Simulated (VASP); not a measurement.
# GaBrF (P4/nmm) in VASP: single point with PBE

Aim: the single point of GaBrF with PBE.

Program: VASP 6.6.1. These are calculated values, not measurements. Logs are shortened: lines on timing, memory, paths and dates and some standing lists are left out, and cuts for length are marked.

### 1 The cell of the first run

The structure is tetragonal, space group P4/nmm (No. 129). The conventional cell has a = 3.600 Å, b = 3.600 Å, c = 7.808 Å, α = 90.00°, β = 90.00°, γ = 90.00°. Ga (site symmetry 4mm) has 4 F at 2.28 Å and 4 Br at 2.81 Å within 3.0 Å. Br (site symmetry 4mm) has 6 Ga at 2.81 to 3.98 Å and 4 F at 3.16 Å and 8 Br at 3.60 to 3.65 Å within 4.0 Å. Within 3.0 Å of F (site symmetry -4m2) lie 4 Ga at 2.28 Å and 4 F at 2.55 Å.

### 2 Single point, PBE

INCAR

```
SYSTEM = GaBrF
PREC = Accurate
ENCUT = 600
EDIFF = 1E-6
ISMEAR = -1
SIGMA = 0.1
LREAL = .False.
LASPH = .True.
NELM = 120
ALGO = Normal
ISIF = 2
LWAVE = .False.
LCHARG = .False.
GGA = PE
NBANDS = 36
GGA_COMPAT = .False.
```

KPOINTS

```
Automatic mesh
0
Gamma
  8 8 5
  0 0 0
```

POSCAR

```
GaBrF
1.0
    3.5998666976      0.0000000000      0.0000000000
    0.0000000000      3.5998666976      0.0000000000
    0.0000000000      0.0000000000      7.8081677528
Ga Br F
2 2 2
Direct
    0.2500000000      0.2500000000      0.1782349924
    0.7500000000      0.7500000000      0.8217650076
    0.2500000000      0.2500000000      0.6679470705
    0.7500000000      0.7500000000      0.3320529295
    0.7500000000      0.2500000000      0.0000000000
    0.2500000000      0.7500000000      0.0000000000
```

Potentials or basis: VASP PAW PBE potentials, release 64 (Ga_d, Br, F).

Launch:

```console
$ cat potpaw_PBE.64/Ga_d/POTCAR potpaw_PBE.64/Br/POTCAR potpaw_PBE.64/F/POTCAR > POTCAR
$ mpirun -np 1 vasp_std > vasp.out
```

OUTCAR:

```text
SYSTEM = GaBrF
   PREC = Accurate
   ENCUT = 600
   EDIFF = 1E-6
   ISMEAR = -1
   LREAL = .False.
   LASPH = .True.
   NELM = 120
   ISIF = 2
   GGA = PE

 ion  position               nearest neighbor table
   1  0.250  0.250  0.178-   5 2.28   6 2.28   6 2.28   5 2.28   4 2.81   4 2.81   4 2.81   4 2.81

   2  0.750  0.750  0.822-   5 2.28   6 2.28   5 2.28   6 2.28   3 2.81   3 2.81   3 2.81   3 2.81

   3  0.250  0.250  0.668-   2 2.81   2 2.81   2 2.81   2 2.81
   4  0.750  0.750  0.332-   1 2.81   1 2.81   1 2.81   1 2.81
   5  0.750  0.250  0.000-   1 2.28   2 2.28   2 2.28   1 2.28
   6  0.250  0.750  0.000-   1 2.28   2 2.28   1 2.28   2 2.28

  LATTYP: Found a simple tetragonal cell.
 ALAT       =     3.5998666976
 C/A-ratio  =     2.1690158022

  Lattice vectors:

 A1 = (   3.5998666976,   0.0000000000,   0.0000000000)
 A2 = (   0.0000000000,   3.5998666976,   0.0000000000)
 A3 = (   0.0000000000,   0.0000000000,   7.8081677528)

Analysis of symmetry for initial positions (statically):
=====================================================================
 Subroutine PRICEL returns:
 Original cell was already a primitive cell.

 Routine SETGRP: Setting up the symmetry group for a
 simple tetragonal supercell.

 Subroutine GETGRP returns: Found 16 space group operations
 (whereof  4 operations were pure point group operations)
 out of a pool of 16 trial point group operations.

The static configuration has the point symmetry C_2h.
 The point group associated with its full space group is D_4h.

Analysis of symmetry for dynamics (positions and initial velocities):
=====================================================================
 Subroutine PRICEL returns:
 Original cell was already a primitive cell.

 Routine SETGRP: Setting up the symmetry group for a
 simple tetragonal supercell.

 Subroutine GETGRP returns: Found 16 space group operations
 (whereof  4 operations were pure point group operations)
 out of a pool of 16 trial point group operations.

The dynamic configuration has the point symmetry C_2h.
 The point group associated with its full space group is D_4h.

 Subroutine INISYM returns: Found 16 space group operations
 (whereof  4 operations are pure point group operations),
 and found     1 'primitive' translations

----------------------------------------------------------------------------------------

                                     Primitive cell

  volume of cell :     101.1864

  direct lattice vectors                    reciprocal lattice vectors
     3.599866698  0.000000000  0.000000000     0.277788064  0.000000000  0.000000000
     0.000000000  3.599866698  0.000000000     0.000000000  0.277788064  0.000000000
     0.000000000  0.000000000  7.808167753     0.000000000  0.000000000  0.128071019

  length of vectors
     3.599866698  3.599866698  7.808167753     0.277788064  0.277788064  0.128071019

  position of ions in fractional coordinates (direct lattice)
     0.250000000  0.250000000  0.178234992
     0.750000000  0.750000000  0.821765008
     0.250000000  0.250000000  0.667947070
     0.750000000  0.750000000  0.332052930
     0.750000000  0.250000000  0.000000000
     0.250000000  0.750000000  0.000000000

  ion indices of the primitive-cell ions
   primitive index   ion index
                 1           1
                 2           2
                 3           3
                 4           4
                 5           5
                 6           6

----------------------------------------------------------------------------------------

 KPOINTS: Automatic mesh

Automatic generation of k-mesh.
 Grid dimensions read from file:
 generate k-points for:    8    8    5

 Generating k-lattice:

  Cartesian coordinates                     Fractional coordinates (reciprocal lattice)
     0.034723508  0.000000000  0.000000000     0.125000000  0.000000000  0.000000000
     0.000000000  0.034723508  0.000000000     0.000000000  0.125000000  0.000000000
     0.000000000  0.000000000  0.025614204     0.000000000  0.000000000  0.200000000

  Length of vectors
     0.034723508  0.034723508  0.025614204

  Shift w.r.t. Gamma in fractional coordinates (k-lattice)
     0.000000000  0.000000000  0.000000000

 Subroutine IBZKPT returns following result:
 ===========================================

 Found     45 irreducible k-points:

 Following reciprocal coordinates:
            Coordinates               Weight
  0.000000  0.000000  0.000000      1.000000
  0.125000  0.000000  0.000000      4.000000
  0.250000  0.000000  0.000000      4.000000
  0.375000  0.000000  0.000000      4.000000
  0.500000  0.000000  0.000000      2.000000
  0.125000  0.125000  0.000000      4.000000
[... 16 lines left out ...]
  0.375000  0.125000  0.200000     16.000000
  0.500000  0.125000  0.200000      8.000000
 [... further k-points ...]
   k-points           NKPTS =     45   k-points in BZ     NKDIM =     45   number of bands    NBANDS=     36
   number of dos      NEDOS =    301   number of ions     NIONS =      6
   total plane-waves  NPLWV =  57600
   dimension x,y,z NGX =    30 NGY =   30 NGZ =   64
   dimension x,y,z NGXF=    60 NGYF=   60 NGZF=  128
   ions per type =               2   2   2
   NGX,Y,Z   is equivalent  to a cutoff of  13.85, 13.85, 13.63 a.u.
   NGXF,Y,Z  is equivalent  to a cutoff of  27.71, 27.71, 27.25 a.u.
 SYSTEM =  GaBrF
   PREC   = accura    normal or accurate (medium, high low for compatibility)
   ISTART =      0    job   : 0-new  1-cont  2-samecut
   ICHARG =      2    charge: 1-file 2-atom 10-const
   ISPIN  =      1    spin polarized calculation?
   LNONCOLLINEAR =      F non collinear calculations
   LSORBIT =      F    spin-orbit coupling
   LASPH  =      T    aspherical Exc in radial PAW
   ENCUT  =  600.0 eV  44.10 Ry    6.64 a.u.   7.19  7.19 15.59*2*pi/ulx,y,z
   NELM   =    120;   NELMIN=  2; NELMDL= -5     # of ELM steps
   EDIFF  = 0.1E-05   stopping-criterion for ELM
   LREAL  =      F    real-space projection
   EDIFFG = 0.1E-04   stopping-criterion for IOM
   NSW    =      0    number of steps for IOM
   IBRION =     -1    ionic relax: 0-MD 1-quasi-New 2-CG
   NFREE  =      0    steps in history (QN), initial steepest desc. (CG)
   ISIF   =      2    stress and relaxation
   ISYM   =      2    0-nonsym 1-usesym 2-fastsym
   POTIM  = 0.5000    time-step for ionic-motion
   TEBEG  =    0.0;   TEEND  =   0.0 temperature during run
   PSTRESS=    0.0 pullay stress
   NELECT =      54.0000    total number of electrons
   NUPDOWN=      -1.0000    fix difference up-down
   EMIN   =  10.00;   EMAX   =-10.00  energy-range for DOS
   EFERMI =   0.00;   METHOD = LEGACY
   ISMEAR =    -1;   SIGMA  =   0.10  broadening in eV -4-tet -1-fermi 0-gaus
   EFERMI_NEDOS =   21; number of points for ismear=-14 and -15
   IALGO  =     38    algorithm
   IMIX   =      4    mixing-type and parameters
     AMIX     =   0.40;   BMIX     =  1.00
     AMIX_MAG =   1.60;   BMIX_MAG =  1.00
  volume/ion in A,a.u.               =      16.86       113.81
  Fermi-wavevector in a.u.,A,eV,Ry     =   1.327900  2.509367 23.991410  1.763319
  Thomas-Fermi vector in A             =   2.457178
   LORBIT       =      0    0 simple, 1 ext, 2 COOP (PROOUT), +10 PAW based schemes
   GGA     = PE    functional components
   LHFCALC =     F    Hartree Fock is set to
   AEXX    =    0.0000 exact exchange contribution
   IVDW    =     0    specifies the selected vdW correction
   LEPSILON=     F    determine dielectric tensor
   LRPA    =     F    only Hartree local field effects (RPA)
 non-spin polarized calculation
  energy-cutoff  :      600.00
  volume of cell :      101.19
 maximum number of plane-waves:      3408
 NGX is ok and might be reduce to    30
   NGX = 15   NGY = 15   NGZ = 31

 number of electron      53.9999995 magnetization

 Free energy of the ion-electron system (eV)
  ---------------------------------------------------
  ext. energy  EPLUGINS =         0.00000000
  ---------------------------------------------------
  free energy    TOTEN  =       -19.59087027 eV

  energy without entropy =      -19.51298721  energy(sigma->0) =      -19.55192874

 E-fermi :   4.3233     XC(G=0): -10.2933

 val. band max:        4.3207893883   @ k =   0.2500   0.2500   0.2000
 cond. band min:       4.3504724470   @ k =   0.2500   0.0000   0.0000
 fundamental gap:      0.0296830587
 Fermi energy:         4.3232571646

 k-point     1 :       0.0000    0.0000    0.0000
  band No.  band energies     occupation
      1     -20.4388      2.00000
      2     -19.3458      2.00000
      3     -11.7647      2.00000
      4     -11.4471      2.00000
      5     -10.7438      2.00000
      6     -10.7186      2.00000
[... 28 lines left out ...]
     35      11.6059      0.00000
     36      11.6059      0.00000

 k-point     2 :       0.1250    0.0000    0.0000
  band No.  band energies     occupation
      1     -20.3964      2.00000
      2     -19.3860      2.00000
      3     -11.7074      2.00000
      4     -11.4054      2.00000
      5     -10.7370      2.00000
      6     -10.7226      2.00000
[... 28 lines left out ...]
     35      11.5176      0.00000
     36      11.9647      0.00000

 k-point     3 :       0.2500    0.0000    0.0000
  band No.  band energies     occupation
      1     -20.2758      2.00000
      2     -19.5014      2.00000
      3     -11.5602      2.00000
      4     -11.3133      2.00000
      5     -10.7239      2.00000
      6     -10.7223      2.00000
[... 28 lines left out ...]
     35      12.1354      0.00000
     36      12.8935      0.00000
[... 742 lines left out ...]
 k-point    23 :       0.3750    0.1250    0.2000
  band No.  band energies     occupation
      1     -20.0742      2.00000
      2     -19.6858      2.00000
      3     -11.3654      2.00000
      4     -11.2336      2.00000
      5     -10.7169      2.00000
      6     -10.7067      2.00000
[... 28 lines left out ...]
     35      12.5815      0.00000
     36      12.8526      0.00000

 k-point    24 :       0.5000    0.1250    0.2000
  band No.  band energies     occupation
      1     -19.8781      2.00000
      2     -19.8781      2.00000
      3     -11.2581      2.00000
      4     -11.2581      2.00000
      5     -10.7118      2.00000
      6     -10.7118      2.00000
[... 28 lines left out ...]
     35      12.5614      0.00000
     36      12.5614      0.00000

 [... further k-points ...]
[... 5 lines left out ...]
  --------------------------------------------------------------------------------------
  -------------------------------------------------------------------------------------
  Total        3.1627067      3.1627067      3.1810775     -0.0000000      0.0000000      0.0000000
  in kB       50.0780639     50.0780639     50.3689449     -0.0000000      0.0000000      0.0000000
  external PRESSURE =      50.1750242 kB  Pullay stress =       0.0000000 kB

 VOLUME and BASIS-vectors are now :
 -----------------------------------------------------------------------------
  energy-cutoff  :      600.00
  volume of cell :      101.19
      direct lattice vectors                 reciprocal lattice vectors
     3.599866698  0.000000000  0.000000000     0.277788064  0.000000000  0.000000000
     0.000000000  3.599866698  0.000000000     0.000000000  0.277788064  0.000000000
     0.000000000  0.000000000  7.808167753     0.000000000  0.000000000  0.128071019

 POSITION                                       TOTAL-FORCE (eV/Angst)
 -----------------------------------------------------------------------------------
      0.89997      0.89997      1.39169         0.000000     -0.000000      0.035453
      2.69990      2.69990      6.41648         0.000000      0.000000     -0.035453
      0.89997      0.89997      5.21544        -0.000000     -0.000000     -0.007859
      2.69990      2.69990      2.59272         0.000000     -0.000000      0.007859
      2.69990      0.89997      0.00000        -0.000000     -0.000000      0.000000
      0.89997      2.69990      0.00000        -0.000000     -0.000000     -0.000000
 -----------------------------------------------------------------------------------
    total drift:                                0.000000     -0.000000     -0.000000

  FREE ENERGIE OF THE ION-ELECTRON SYSTEM (eV)
  ---------------------------------------------------
  free  energy   TOTEN  =       -19.5908702700 eV

  energy  without entropy=      -19.5129872130  energy(sigma->0) =      -19.55192874
```

Run time: 5.9 min. Hardware: 1 thread of Intel Xeon 8259CL, shared host; peak memory 0.34 GiB.

Results:

```yaml
Free_energy: -19.5909 eV
Pressure: 5.0 GPa
Largest_force: 0.035 eV/Å
Band_gap_on_the_k_mesh: zero (bands 27 and 28 overlap by 2.99 eV)
```

Forces on the atoms (eV/Å):
```
Ga   0.000  0.000  0.035
Ga   0.000  0.000 -0.035
Br   0.000  0.000 -0.008
Br   0.000  0.000  0.008
F    0.000  0.000  0.000
F    0.000  0.000  0.000
```

Caveat: the cell stands under pressure.

The gap in the log of VASP goes by the Fermi energy; the results here count the filled bands.